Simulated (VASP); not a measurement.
# TaC (Fm-3m) in VASP: notebook

Runs on TaC. Level: PBE. Tasks: single point.

Program: VASP 6.6.1. These are calculated values, not measurements. Logs are shortened: lines on timing, memory, paths and dates and some standing lists are left out, and cuts for length are marked.

### 1 The cell of the first run

Symmetry: Fm-3m, No. 225, cubic system. The conventional cell has a = 4.454 Å, b = 4.454 Å, c = 4.454 Å, α = 90.00°, β = 90.00°, γ = 90.00°. Ta (site symmetry m-3m) has 6 C at 2.23 Å within 2.9 Å. C (site symmetry m-3m) has 6 Ta at 2.23 Å within 2.9 Å.

### 2 Single point, PBE

INCAR reads:

```
SYSTEM = TaC
PREC = Accurate
ENCUT = 600
EDIFF = 1E-6
ISMEAR = 0
SIGMA = 0.15
LREAL = .FALSE.
LASPH = .TRUE.
NELM = 120
ALGO = Normal
ISIF = 2
LWAVE = .FALSE.
LCHARG = .FALSE.
GGA = PE
NBANDS = 14
GGA_COMPAT = .FALSE.
```

KPOINTS reads:

```
regular mesh
0
G
  6 6 6
  0 0 0
```

POSCAR reads:

```
TaC
1.0
    0.0000000000      2.2270000000      2.2270000000
    2.2270000000      0.0000000000      2.2270000000
    2.2270000000      2.2270000000      0.0000000000
Ta C
1 1
Direct
    0.0000000000      0.0000000000      0.0000000000
    0.5000000000      0.5000000000      0.5000000000
```

Potentials or basis: VASP PAW PBE potentials, release 64 (Ta_pv, C).

Run with:

```sh
$ cat potpaw_PBE.64/Ta_pv/POTCAR potpaw_PBE.64/C/POTCAR > POTCAR
$ mpirun -np 1 vasp_std > vasp.out
```

OUTCAR:

```text
SYSTEM = TaC
   PREC = Accurate
   ENCUT = 600
   EDIFF = 1E-6
   ISMEAR = 0
   LREAL = .FALSE.
   LASPH = .TRUE.
   NELM = 120
   ISIF = 2
   GGA = PE

 ion  position               nearest neighbor table
   1  0.000  0.000  0.000-   2 2.23   2 2.23   2 2.23   2 2.23   2 2.23   2 2.23
   2  0.500  0.500  0.500-   1 2.23   1 2.23   1 2.23   1 2.23   1 2.23   1 2.23

  LATTYP: Found a face centered cubic cell.
 ALAT       =     4.4540000000

  Lattice vectors:

 A1 = (   0.0000000000,   2.2270000000,   2.2270000000)
 A2 = (   2.2270000000,   0.0000000000,   2.2270000000)
 A3 = (   2.2270000000,   2.2270000000,   0.0000000000)

Analysis of symmetry for initial positions (statically):
=====================================================================
 Subroutine PRICEL returns:
 Original cell was already a primitive cell.

 Routine SETGRP: Setting up the symmetry group for a
 face centered cubic supercell.

 Subroutine GETGRP returns: Found 48 space group operations
 (whereof 48 operations were pure point group operations)
 out of a pool of 48 trial point group operations.

The static configuration has the point symmetry O_h .

Analysis of symmetry for dynamics (positions and initial velocities):
=====================================================================
 Subroutine PRICEL returns:
 Original cell was already a primitive cell.

 Routine SETGRP: Setting up the symmetry group for a
 face centered cubic supercell.

 Subroutine GETGRP returns: Found 48 space group operations
 (whereof 48 operations were pure point group operations)
 out of a pool of 48 trial point group operations.

The dynamic configuration has the point symmetry O_h .

 Subroutine INISYM returns: Found 48 space group operations
 (whereof 48 operations are pure point group operations),
 and found     1 'primitive' translations

----------------------------------------------------------------------------------------

                                     Primitive cell

  volume of cell :      22.0897

  direct lattice vectors                    reciprocal lattice vectors
     0.000000000  2.227000000  2.227000000    -0.224517288  0.224517288  0.224517288
     2.227000000  0.000000000  2.227000000     0.224517288 -0.224517288  0.224517288
     2.227000000  2.227000000  0.000000000     0.224517288  0.224517288 -0.224517288

  length of vectors
     3.149453603  3.149453603  3.149453603     0.388875350  0.388875350  0.388875350

  position of ions in fractional coordinates (direct lattice)
     0.000000000  0.000000000  0.000000000
     0.500000000  0.500000000  0.500000000

  ion indices of the primitive-cell ions
   primitive index   ion index
                 1           1
                 2           2

----------------------------------------------------------------------------------------

 KPOINTS: regular mesh

Automatic generation of k-mesh.
 Grid dimensions read from file:
 generate k-points for:    6    6    6

 Generating k-lattice:

  Cartesian coordinates                     Fractional coordinates (reciprocal lattice)
    -0.037419548  0.037419548  0.037419548     0.166666667  0.000000000  0.000000000
     0.037419548 -0.037419548  0.037419548     0.000000000  0.166666667  0.000000000
     0.037419548  0.037419548 -0.037419548     0.000000000  0.000000000  0.166666667

  Length of vectors
     0.064812558  0.064812558  0.064812558

  Shift w.r.t. Gamma in fractional coordinates (k-lattice)
     0.000000000  0.000000000  0.000000000

 Subroutine IBZKPT returns following result:
 ===========================================

 Found     16 irreducible k-points:

 Following reciprocal coordinates:
            Coordinates               Weight
  0.000000  0.000000  0.000000      1.000000
  0.166667  0.000000  0.000000      8.000000
  0.333333  0.000000  0.000000      8.000000
  0.500000  0.000000  0.000000      4.000000
  0.166667  0.166667  0.000000      6.000000
  0.333333  0.166667  0.000000     24.000000
[... 8 lines left out ...]
 -0.333333  0.333333  0.166667     24.000000
 -0.333333  0.500000  0.166667     12.000000
   k-points           NKPTS =     16   k-points in BZ     NKDIM =     16   number of bands    NBANDS=     14
   number of dos      NEDOS =    301   number of ions     NIONS =      2
   total plane-waves  NPLWV =  21952
   dimension x,y,z NGX =    28 NGY =   28 NGZ =   28
   dimension x,y,z NGXF=    56 NGYF=   56 NGZF=   56
   ions per type =               1   1
   NGX,Y,Z   is equivalent  to a cutoff of  14.78, 14.78, 14.78 a.u.
   NGXF,Y,Z  is equivalent  to a cutoff of  29.56, 29.56, 29.56 a.u.
 SYSTEM =  TaC
   PREC   = accura    normal or accurate (medium, high low for compatibility)
   ISTART =      0    job   : 0-new  1-cont  2-samecut
   ICHARG =      2    charge: 1-file 2-atom 10-const
   ISPIN  =      1    spin polarized calculation?
   LNONCOLLINEAR =      F non collinear calculations
   LSORBIT =      F    spin-orbit coupling
   LASPH  =      T    aspherical Exc in radial PAW
   ENCUT  =  600.0 eV  44.10 Ry    6.64 a.u.   6.29  6.29  6.29*2*pi/ulx,y,z
   NELM   =    120;   NELMIN=  2; NELMDL= -5     # of ELM steps
   EDIFF  = 0.1E-05   stopping-criterion for ELM
   LREAL  =      F    real-space projection
   EDIFFG = 0.1E-04   stopping-criterion for IOM
   NSW    =      0    number of steps for IOM
   IBRION =     -1    ionic relax: 0-MD 1-quasi-New 2-CG
   NFREE  =      0    steps in history (QN), initial steepest desc. (CG)
   ISIF   =      2    stress and relaxation
   ISYM   =      2    0-nonsym 1-usesym 2-fastsym
   POTIM  = 0.5000    time-step for ionic-motion
   TEBEG  =    0.0;   TEEND  =   0.0 temperature during run
   PSTRESS=    0.0 pullay stress
   NELECT =      15.0000    total number of electrons
   NUPDOWN=      -1.0000    fix difference up-down
   EMIN   =  10.00;   EMAX   =-10.00  energy-range for DOS
   EFERMI =   0.00;   METHOD = LEGACY
   ISMEAR =     0;   SIGMA  =   0.15  broadening in eV -4-tet -1-fermi 0-gaus
   EFERMI_NEDOS =   21; number of points for ismear=-14 and -15
   IALGO  =     38    algorithm
   IMIX   =      4    mixing-type and parameters
     AMIX     =   0.40;   BMIX     =  1.00
     AMIX_MAG =   1.60;   BMIX_MAG =  1.00
  volume/ion in A,a.u.               =      11.04        74.53
  Fermi-wavevector in a.u.,A,eV,Ry     =   1.438937  2.719196 28.171393  2.070539
  Thomas-Fermi vector in A             =   2.557848
   LORBIT       =      0    0 simple, 1 ext, 2 COOP (PROOUT), +10 PAW based schemes
   GGA     = PE    functional components
   LHFCALC =     F    Hartree Fock is set to
   AEXX    =    0.0000 exact exchange contribution
   IVDW    =     0    specifies the selected vdW correction
   LEPSILON=     F    determine dielectric tensor
   LRPA    =     F    only Hartree local field effects (RPA)
 non-spin polarized calculation
 Gauss-broadening in eV      SIGMA  =   0.15
  energy-cutoff  :      600.00
  volume of cell :       22.09
 maximum number of plane-waves:       754
 NGX is ok and might be reduce to    28
   NGX = 13   NGY = 13   NGZ = 13

 number of electron      15.0000000 magnetization

 Free energy of the ion-electron system (eV)
  ---------------------------------------------------
  ext. energy  EPLUGINS =         0.00000000
  ---------------------------------------------------
  free energy    TOTEN  =       -22.19822283 eV

  energy without entropy =      -22.18338482  energy(sigma->0) =      -22.19080383

 E-fermi :   8.3487     XC(G=0): -13.2053

 val. band max:        8.3250024100   @ k =   0.5000   0.3333   0.1667
 cond. band min:       8.4588922108   @ k =  -0.3333   0.5000   0.1667
 fundamental gap:      0.1338898008
 Fermi energy:         8.3487351744

 k-point     1 :       0.0000    0.0000    0.0000
  band No.  band energies     occupation
      1     -26.6242      2.00000
      2     -26.6242      2.00000
      3     -26.6242      2.00000
      4      -6.4364      2.00000
      5       7.0846      2.00000
      6       7.0846      2.00000
      7       7.0846      2.00000
      8       7.8944      1.99998
      9       7.8944      1.99998
     10       7.8944      1.99998
     11       9.0776      0.00000
     12       9.0776      0.00000
     13      14.9732      0.00000
     14      18.4593      0.00000

 k-point     2 :       0.1667    0.0000    0.0000
  band No.  band energies     occupation
      1     -26.8125      2.00000
      2     -26.6433      2.00000
      3     -26.6433      2.00000
      4      -5.6797      2.00000
      5       4.6740      2.00000
      6       5.3290      2.00000
      7       5.3290      2.00000
      8       8.0381      1.99659
      9       8.0381      1.99659
     10       8.9359      0.00000
     11      12.2142      0.00000
     12      12.2142      0.00000
     13      16.2267      0.00000
     14      20.2124      0.00000

 k-point     3 :       0.3333    0.0000    0.0000
  band No.  band energies     occupation
      1     -27.1705      2.00000
      2     -26.6810      2.00000
      3     -26.6810      2.00000
      4      -3.7856      2.00000
      5       1.7071      2.00000
      6       3.5292      2.00000
      7       3.5292      2.00000
      8       9.8457      0.00000
      9       9.8457      0.00000
     10      10.1650      0.00000
     11      16.0895      0.00000
     12      16.0895      0.00000
     13      16.5408      0.00000
     14      21.4166      0.00000
[... 188 lines left out ...]
 k-point    15 :      -0.3333    0.3333    0.1667
  band No.  band energies     occupation
      1     -27.1687      2.00000
      2     -26.9802      2.00000
      3     -26.8086      2.00000
      4      -3.1337      2.00000
      5       1.7227      2.00000
      6       3.3799      2.00000
      7       3.7730      2.00000
      8       9.9260      0.00000
      9       9.9599      0.00000
     10      12.3021      0.00000
     11      15.0101      0.00000
     12      15.3921      0.00000
     13      19.5384      0.00000
     14      20.9894      0.00000

 k-point    16 :      -0.3333    0.5000    0.1667
  band No.  band energies     occupation
      1     -27.1666      2.00000
      2     -26.9733      2.00000
      3     -26.8826      2.00000
      4      -3.7041      2.00000
      5       3.4535      2.00000
      6       3.5190      2.00000
      7       3.8164      2.00000
      8       8.4589      0.29900
      9      11.4352      0.00000
     10      12.5425      0.00000
     11      12.9978      0.00000
     12      15.0370      0.00000
     13      19.2283      0.00000
     14      20.8260      0.00000

------------------------ aborting loop because EDIFF is reached ----------------------------------------

  FORCE on cell =-STRESS in cart. coord.  units (eV):
  Direction    XX          YY          ZZ          XY          YZ          ZX
  --------------------------------------------------------------------------------------
  -------------------------------------------------------------------------------------
  Total        0.7341142      0.7341142      0.7341142     -0.0000000     -0.0000000      0.0000000
  in kB       53.2455811     53.2455811     53.2455811     -0.0000000     -0.0000000      0.0000000
  external PRESSURE =      53.2455811 kB  Pullay stress =       0.0000000 kB

 VOLUME and BASIS-vectors are now :
 -----------------------------------------------------------------------------
  energy-cutoff  :      600.00
  volume of cell :       22.09
      direct lattice vectors                 reciprocal lattice vectors
     0.000000000  2.227000000  2.227000000    -0.224517288  0.224517288  0.224517288
     2.227000000  0.000000000  2.227000000     0.224517288 -0.224517288  0.224517288
     2.227000000  2.227000000  0.000000000     0.224517288  0.224517288 -0.224517288

 POSITION                                       TOTAL-FORCE (eV/Angst)
 -----------------------------------------------------------------------------------
      0.00000      0.00000      0.00000         0.000000     -0.000000      0.000000
      2.22700      2.22700      2.22700        -0.000000      0.000000     -0.000000
 -----------------------------------------------------------------------------------
    total drift:                                0.000000      0.000000      0.000000

  FREE ENERGIE OF THE ION-ELECTRON SYSTEM (eV)
  ---------------------------------------------------
  free  energy   TOTEN  =       -22.1982228342 eV

  energy  without entropy=      -22.1833848238  energy(sigma->0) =      -22.19080383
```

It used 12 s of CPU time on 1 thread of AMD EPYC 7R13 Processor (Zen 3), on a shared host.

What came out:

```yaml
Free_energy: -22.1982 eV
Pressure: 5.3 GPa
```

Caveat: the k points lie up to 0.41 Å⁻¹ apart; spin-orbit coupling is left out, which moves the levels of the heavy elements.

### 3 Single point, PBE

INCAR reads:

```
PREC = Accurate ; ENCUT = 600
EDIFF = 1E-6 ; ISMEAR = 0
SIGMA = 0.15 ; LREAL = F
LASPH = T ; NELM = 120
ALGO = Normal ; ISIF = 2
LWAVE = F ; LCHARG = T
GGA = PE ; LELF = T
LVHAR = T ; NBANDS = 14
GGA_COMPAT = F
```

KPOINTS reads:

```
Automatic mesh
0
Gamma
  8 8 8
```

POSCAR is that of step 2.

Potentials or basis: VASP PAW PBE potentials, release 64 (Ta_pv, C).

Run with:

```sh
$ cat potpaw_PBE.64/Ta_pv/POTCAR potpaw_PBE.64/C/POTCAR > POTCAR
$ mpirun -np 1 vasp_std > vasp.out
```

It used 20 s of CPU time on 1 thread of AMD EPYC 7R13 Processor (Zen 3), with other jobs on the host.

Results (log left out):

| Property | Result |
| --- | --- |
| Free energy | -22.1977 eV |
| Pressure | 5.5 GPa |

Levels at points of the mesh, in eV from the Fermi level:
```csv
k point,band 6,band 7,band 8,band 9,band 10,band 11
"(0.00, 0.00, 0.00)",-1.50,-1.50,-0.64,-0.64,-0.64,0.49
"(0.50, 0.00, 0.00)",-5.65,-5.65,2.56,2.56,3.54,5.24
"(0.50, 0.50, 0.00)",-4.72,-1.93,-1.93,2.45,3.93,3.93
```

Caveat: spin-orbit coupling is left out, which moves the levels of the heavy elements.
